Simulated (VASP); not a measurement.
The system is ZnS.

```
Zn S
1.0
     3.73418    0.00000    0.00000
    -1.86709    3.23390    0.00000
     0.00000    0.00000   18.30845
Zn S
6 6
Direct
  0.33333 0.66667 0.83333
  0.66667 0.33333 0.33333
  0.66667 0.33333 0.66667
  0.33333 0.66667 0.16667
  0.00000 0.00000 0.50000
  0.00000 0.00000 0.00000
  0.33333 0.66667 0.95833
  0.66667 0.33333 0.45833
  0.66667 0.33333 0.79167
  0.33333 0.66667 0.29167
  0.00000 0.00000 0.62500
  0.00000 0.00000 0.12500
```

Program: VASP 6.6.1. Alike in all runs: task single point; potentials or basis VASP PAW PBE potentials, release 64 (Zn, S); no spin polarisation; cell as given; k mesh 8 × 8 × 2; cutoff (eV) 520; smearing fermi-dirac 0.05 eV.

**Question.** Order these runs on this cell by their pressure, lowest first.
A. level PBE
B. level PBE exchange alone
C. level RPBE+D3(BJ)

**Answer.** C (-1.1 GPa), A (7.9 GPa), B (19.6 GPa).

Caveats: the cell stands under pressure (at least some runs); the dispersion term is far too large for a dense solid, which distorts pressure and volume (at least some runs); the PAW data sets were made with another functional, which shifts forces and pressure a little (at least some runs).
